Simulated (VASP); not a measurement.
# Al2Pt in VASP: single point with PBE

Aim: the single point of Al2Pt with PBE.

All numbers are computed with VASP 6.6.1; they aren't measurements. Logs are shortened: lines on timing, memory, paths and dates and some standing lists are left out, and cuts for length are marked.

## 1. The cell of the first run

The cell holds a slab with vacuum, 12 atoms: a = 4.179 Å, b = 4.179 Å, c = 30.343 Å, α = 90.00°, β = 90.00°, γ = 90.00°.

## 2. Single point, PBE

INCAR

```
ALGO = Normal ; DIPOL = 0.5 0.5 0.493
EDIFF = 1E-7 ; ENCUT = 520
GGA = PE ; IDIPOL = 3
ISIF = 2 ; ISMEAR = 0
LASPH = True ; LCHARG = False
LDIPOL = True ; LREAL = False
LWAVE = False ; NBANDS = 44
NELM = 100 ; PREC = Accurate
SIGMA = 0.1
```

KPOINTS

```
k-points
0
Gamma
  6 6 1
```

POSCAR

```
Al2Pt
1.0
    4.1790010800      0.0000000000      0.0000000000
    0.0000000000      4.1790010800      0.0000000000
    0.0000000000      0.0000000000     30.3425002208
Al Pt
8 4
Direct
    0.5000000000      0.0000000000      0.3295707317
    0.0000000000      0.5000000000      0.3295707317
    0.0000000000      0.5000000000      0.4269588864
    0.5000000000      0.0000000000      0.4269588864
    0.5000000000      0.0000000000      0.5262676416
    0.0000000000      0.5000000000      0.5262676416
    0.0000000000      0.5000000000      0.6248506609
    0.5000000000      0.0000000000      0.6248506609
    0.5000000000      0.5000000000      0.3782648137
    0.0000000000      0.0000000000      0.4756529590
    0.5000000000      0.5000000000      0.5766893720
    0.0000000000      0.0000000000      0.6693726349
```

Potentials or basis: VASP PAW PBE potentials, release 64 (Al, Pt).

Run with:

```sh
$ cat potpaw_PBE.64/Al/POTCAR potpaw_PBE.64/Pt/POTCAR > POTCAR
$ mpirun -np 1 vasp_std > vasp.out
```

OUTCAR:

```text
EDIFF = 1E-7
   ENCUT = 520
   GGA = PE
   ISIF = 2
   ISMEAR = 0
   LASPH = True
   LREAL = False
   NELM = 100
   PREC = Accurate

 ion  position               nearest neighbor table
   1  0.500  0.000  0.330-   9 2.56   9 2.56   2 2.96   2 2.96   2 2.96   2 2.96   4 2.96
   2  0.000  0.500  0.330-   9 2.56   9 2.56   1 2.96   1 2.96   1 2.96   1 2.96   3 2.96
   3  0.000  0.500  0.427-  10 2.56  10 2.56   9 2.56   9 2.56   4 2.96   4 2.96   4 2.96   4 2.96
                             2 2.96   6 3.01
   4  0.500  0.000  0.427-  10 2.56  10 2.56   9 2.56   9 2.56   3 2.96   3 2.96   3 2.96   3 2.96
                             1 2.96   5 3.01
   5  0.500  0.000  0.526-  11 2.59  11 2.59  10 2.59  10 2.59   6 2.96   6 2.96   6 2.96   6 2.96
                             8 2.99   4 3.01
   6  0.000  0.500  0.526-  11 2.59  11 2.59  10 2.59  10 2.59   5 2.96   5 2.96   5 2.96   5 2.96
                             7 2.99   3 3.01
   7  0.000  0.500  0.625-  12 2.49  12 2.49  11 2.55  11 2.55   8 2.96   8 2.96   8 2.96   8 2.96
                             6 2.99
   8  0.500  0.000  0.625-  12 2.49  12 2.49  11 2.55  11 2.55   7 2.96   7 2.96   7 2.96   7 2.96
                             5 2.99
   9  0.500  0.500  0.378-   3 2.56   4 2.56   4 2.56   3 2.56   1 2.56   1 2.56   2 2.56   2 2.56

  10  0.000  0.000  0.476-   3 2.56   4 2.56   3 2.56   4 2.56   5 2.59   6 2.59   6 2.59   5 2.59

  11  0.500  0.500  0.577-   7 2.55   8 2.55   8 2.55   7 2.55   5 2.59   5 2.59   6 2.59   6 2.59

  12  0.000  0.000  0.669-   7 2.49   8 2.49   7 2.49   8 2.49

  LATTYP: Found a simple tetragonal cell.
 ALAT       =     4.1790010800
 C/A-ratio  =     7.2607064798

  Lattice vectors:

 A1 = (   4.1790010800,   0.0000000000,   0.0000000000)
 A2 = (   0.0000000000,   4.1790010800,   0.0000000000)
 A3 = (   0.0000000000,   0.0000000000,  30.3425002208)

Analysis of symmetry for initial positions (statically):
=====================================================================
 Subroutine PRICEL returns:
 Original cell was already a primitive cell.

 Routine SETGRP: Setting up the symmetry group for a
 simple tetragonal supercell.

 Subroutine GETGRP returns: Found  8 space group operations
 (whereof  8 operations were pure point group operations)
 out of a pool of 16 trial point group operations.

The static configuration has the point symmetry C_4v.

Analysis of symmetry for dynamics (positions and initial velocities):
=====================================================================
 Subroutine PRICEL returns:
 Original cell was already a primitive cell.

 Routine SETGRP: Setting up the symmetry group for a
 simple tetragonal supercell.

 Subroutine GETGRP returns: Found  8 space group operations
 (whereof  8 operations were pure point group operations)
 out of a pool of 16 trial point group operations.

The dynamic configuration has the point symmetry C_4v.

 Subroutine INISYM returns: Found  8 space group operations
 (whereof  8 operations are pure point group operations),
 and found     1 'primitive' translations

----------------------------------------------------------------------------------------

                                     Primitive cell

  volume of cell :     529.9029

  direct lattice vectors                    reciprocal lattice vectors
     4.179001080  0.000000000  0.000000000     0.239291635  0.000000000  0.000000000
     0.000000000  4.179001080  0.000000000     0.000000000  0.239291635  0.000000000
     0.000000000  0.000000000 30.342500221     0.000000000  0.000000000  0.032957073

  length of vectors
     4.179001080  4.179001080 30.342500221     0.239291635  0.239291635  0.032957073

  position of ions in fractional coordinates (direct lattice)
     0.500000000  0.000000000  0.329570732
     0.000000000  0.500000000  0.329570732
     0.000000000  0.500000000  0.426958886
     0.500000000  0.000000000  0.426958886
     0.500000000  0.000000000  0.526267642
     0.000000000  0.500000000  0.526267642
     0.000000000  0.500000000  0.624850661
     0.500000000  0.000000000  0.624850661
     0.500000000  0.500000000  0.378264814
     0.000000000  0.000000000  0.475652959
     0.500000000  0.500000000  0.576689372
     0.000000000  0.000000000  0.669372635

  ion indices of the primitive-cell ions
   primitive index   ion index
                 1           1
                 2           2
                 3           3
                 4           4
                 5           5
                 6           6
                 7           7
                 8           8
                 9           9
                10          10
                11          11
                12          12

----------------------------------------------------------------------------------------

 KPOINTS: k-points

Automatic generation of k-mesh.
 Grid dimensions read from file:
 generate k-points for:    6    6    1

 Generating k-lattice:

  Cartesian coordinates                     Fractional coordinates (reciprocal lattice)
     0.039881939  0.000000000  0.000000000     0.166666667  0.000000000  0.000000000
     0.000000000  0.039881939  0.000000000     0.000000000  0.166666667  0.000000000
     0.000000000  0.000000000  0.032957073     0.000000000  0.000000000  1.000000000

  Length of vectors
     0.039881939  0.039881939  0.032957073

  Shift w.r.t. Gamma in fractional coordinates (k-lattice)
     0.000000000  0.000000000  0.000000000

 Subroutine IBZKPT returns following result:
 ===========================================

 Found     10 irreducible k-points:

 Following reciprocal coordinates:
            Coordinates               Weight
  0.000000  0.000000  0.000000      1.000000
  0.166667  0.000000  0.000000      4.000000
  0.333333  0.000000  0.000000      4.000000
  0.500000  0.000000  0.000000      2.000000
  0.166667  0.166667  0.000000      4.000000
  0.333333  0.166667  0.000000      8.000000
  0.500000  0.166667  0.000000      4.000000
  0.333333  0.333333  0.000000      4.000000
  0.500000  0.333333  0.000000      4.000000
  0.500000  0.500000  0.000000      1.000000
   k-points           NKPTS =     10   k-points in BZ     NKDIM =     10   number of bands    NBANDS=     44
   number of dos      NEDOS =    301   number of ions     NIONS =     12
   total plane-waves  NPLWV = 245760
   dimension x,y,z NGX =    32 NGY =   32 NGZ =  240
   dimension x,y,z NGXF=    64 NGYF=   64 NGZF=  480
   ions per type =               8   4
   NGX,Y,Z   is equivalent  to a cutoff of  12.73, 12.73, 13.15 a.u.
   NGXF,Y,Z  is equivalent  to a cutoff of  25.46, 25.46, 26.30 a.u.
 SYSTEM =  unknown system
   PREC   = accura    normal or accurate (medium, high low for compatibility)
   ISTART =      0    job   : 0-new  1-cont  2-samecut
   ICHARG =      2    charge: 1-file 2-atom 10-const
   ISPIN  =      1    spin polarized calculation?
   LNONCOLLINEAR =      F non collinear calculations
   LSORBIT =      F    spin-orbit coupling
   LASPH  =      T    aspherical Exc in radial PAW
   ENCUT  =  520.0 eV  38.22 Ry    6.18 a.u.   7.77  7.77 56.42*2*pi/ulx,y,z
   NELM   =    100;   NELMIN=  2; NELMDL= -5     # of ELM steps
   EDIFF  = 0.1E-06   stopping-criterion for ELM
   LREAL  =      F    real-space projection
   EDIFFG = 0.1E-05   stopping-criterion for IOM
   NSW    =      0    number of steps for IOM
   IBRION =     -1    ionic relax: 0-MD 1-quasi-New 2-CG
   NFREE  =      0    steps in history (QN), initial steepest desc. (CG)
   ISIF   =      2    stress and relaxation
   ISYM   =      2    0-nonsym 1-usesym 2-fastsym
   POTIM  = 0.5000    time-step for ionic-motion
   TEBEG  =    0.0;   TEEND  =   0.0 temperature during run
   PSTRESS=    0.0 pullay stress
   NELECT =      64.0000    total number of electrons
   NUPDOWN=      -1.0000    fix difference up-down
   EMIN   =  10.00;   EMAX   =-10.00  energy-range for DOS
   EFERMI =   0.00;   METHOD = LEGACY
   ISMEAR =     0;   SIGMA  =   0.10  broadening in eV -4-tet -1-fermi 0-gaus
   EFERMI_NEDOS =   21; number of points for ismear=-14 and -15
   IALGO  =     38    algorithm
   IMIX   =      4    mixing-type and parameters
     AMIX     =   0.40;   BMIX     =  1.00
     AMIX_MAG =   1.60;   BMIX_MAG =  1.00
  volume/ion in A,a.u.               =      44.16       298.00
  Fermi-wavevector in a.u.,A,eV,Ry     =   0.809225  1.529214  8.909712  0.654845
  Thomas-Fermi vector in A             =   1.918177
   LORBIT       =      0    0 simple, 1 ext, 2 COOP (PROOUT), +10 PAW based schemes
   GGA     = PE    functional components
   LHFCALC =     F    Hartree Fock is set to
   AEXX    =    0.0000 exact exchange contribution
   IVDW    =     0    specifies the selected vdW correction
   LEPSILON=     F    determine dielectric tensor
   LRPA    =     F    only Hartree local field effects (RPA)
 non-spin polarized calculation
 Gauss-broadening in eV      SIGMA  =   0.10
  energy-cutoff  :      520.00
  volume of cell :      529.90
 maximum number of plane-waves:     14308
 NGX is ok and might be reduce to    32
   NGX = 15   NGY = 15   NGZ =113

 dipolmoment           0.000000      0.000000     -0.330485 electrons x Angstroem

 number of electron      64.0000003 magnetization

 dipolmoment           0.000000      0.000000      0.025945 electrons x Angstroem

 Free energy of the ion-electron system (eV)
  ---------------------------------------------------
  ext. energy  EPLUGINS =         0.00000000
  ---------------------------------------------------
  free energy    TOTEN  =       -61.15896212 eV

  energy without entropy =      -61.12455366  energy(sigma->0) =      -61.14175789

 E-fermi :   0.5724     XC(G=0):  -4.8429

 val. band max:        0.5522762552   @ k =   0.5000   0.0000   0.0000
 cond. band min:       0.6150620411   @ k =   0.3333   0.0000   0.0000
 fundamental gap:      0.0627857858
 Fermi energy:         0.5724422982

 k-point     1 :       0.0000    0.0000    0.0000
  band No.  band energies     occupation
      1      -9.4312      2.00000
      2      -8.8142      2.00000
      3      -7.6590      2.00000
      4      -6.1563      2.00000
      5      -5.4144      2.00000
      6      -5.1695      2.00000
[... 36 lines left out ...]
     43       4.0552      0.00000
     44       4.3884      0.00000

 k-point     2 :       0.1667    0.0000    0.0000
  band No.  band energies     occupation
      1      -9.1825      2.00000
      2      -8.5811      2.00000
      3      -7.4619      2.00000
      4      -6.0539      2.00000
      5      -5.4341      2.00000
      6      -5.1875      2.00000
[... 36 lines left out ...]
     43       4.8022      0.00000
     44       4.9472      0.00000

 k-point     3 :       0.3333    0.0000    0.0000
  band No.  band energies     occupation
      1      -8.4708      2.00000
      2      -7.9494      2.00000
      3      -7.0418      2.00000
      4      -6.0901      2.00000
      5      -5.6258      2.00000
      6      -5.3563      2.00000
[... 318 lines left out ...]
     43       4.7646      0.00000
     44       4.8262      0.00000

 k-point    10 :       0.5000    0.5000    0.0000
  band No.  band energies     occupation
      1      -5.5512      2.00000
      2      -5.5245      2.00000
      3      -5.5245      2.00000
      4      -5.4689      2.00000
      5      -5.4519      2.00000
      6      -5.4519      2.00000
[... 36 lines left out ...]
     43       4.4093      0.00000
     44       5.0388      0.00000

------------------------ aborting loop because EDIFF is reached ----------------------------------------

 vacuum level on the upper side and lower side of the slab       (xc-potential included)         0.053        -0.207

  FORCE on cell =-STRESS in cart. coord.  units (eV):
  Direction    XX          YY          ZZ          XY          YZ          ZX
  --------------------------------------------------------------------------------------
  -------------------------------------------------------------------------------------
  Total       -2.7937430     -2.7937430      0.4635198      0.0000000      0.0000000      0.0000000
  in kB       -8.4469651     -8.4469651      1.4014659      0.0000000      0.0000000      0.0000000
  external PRESSURE =      -5.1641547 kB  Pullay stress =       0.0000000 kB

 VOLUME and BASIS-vectors are now :
 -----------------------------------------------------------------------------
  energy-cutoff  :      520.00
  volume of cell :      529.90
      direct lattice vectors                 reciprocal lattice vectors
     4.179001080  0.000000000  0.000000000     0.239291635  0.000000000  0.000000000
     0.000000000  4.179001080  0.000000000     0.000000000  0.239291635  0.000000000
     0.000000000  0.000000000 30.342500221     0.000000000  0.000000000  0.032957073

 POSITION                                       TOTAL-FORCE (eV/Angst)
 -----------------------------------------------------------------------------------
      2.08950      0.00000     10.00000         0.000000      0.000000      0.245703
      0.00000      2.08950     10.00000         0.000000      0.000000      0.245703
      0.00000      2.08950     12.95500         0.000000      0.000000      0.018174
      2.08950      0.00000     12.95500         0.000000      0.000000      0.018174
      2.08950      0.00000     15.96828         0.000000      0.000000      0.019859
      0.00000      2.08950     15.96828         0.000000      0.000000      0.019859
      0.00000      2.08950     18.95953         0.000000      0.000000     -0.019871
      2.08950      0.00000     18.95953         0.000000      0.000000     -0.019871
      2.08950      2.08950     11.47750        -0.000000     -0.000000     -0.941225
      0.00000      0.00000     14.43250         0.000000      0.000000      0.408069
      2.08950      2.08950     17.49820         0.000000      0.000000     -0.019761
      0.00000      0.00000     20.31044         0.000000      0.000000      0.025188
 -----------------------------------------------------------------------------------
    total drift:                                0.000000      0.000000      0.000215

  FREE ENERGIE OF THE ION-ELECTRON SYSTEM (eV)
  ---------------------------------------------------
  free  energy   TOTEN  =       -61.1589621225 eV

  energy  without entropy=      -61.1245536607  energy(sigma->0) =      -61.14175789

 vacuum level on the upper side and lower side of the slab         4.907         4.643
```

Run time: 12 min. Hardware: 1 thread of Intel Xeon Platinum 8488C (Sapphire Rapids), shared host; peak memory 0.61 GiB.

What came out:

```
Free energy            : -61.1590 eV
Largest force          : 0.941 eV/Å
Band gap on the k mesh : zero (bands 32 and 33 overlap by 2.56 eV)
```

Forces in eV/Å, atoms in the order of the input:
```
Al   0.000  0.000  0.246
Al   0.000  0.000  0.246
Al   0.000  0.000  0.018
Al   0.000  0.000  0.018
Al   0.000  0.000  0.020
Al   0.000  0.000  0.020
Al   0.000  0.000 -0.020
Al   0.000  0.000 -0.020
Pt   0.000  0.000 -0.941
Pt   0.000  0.000  0.408
Pt   0.000  0.000 -0.020
Pt   0.000  0.000  0.025
```

Caveat: spin-orbit coupling is left out, which moves the levels of the heavy elements.
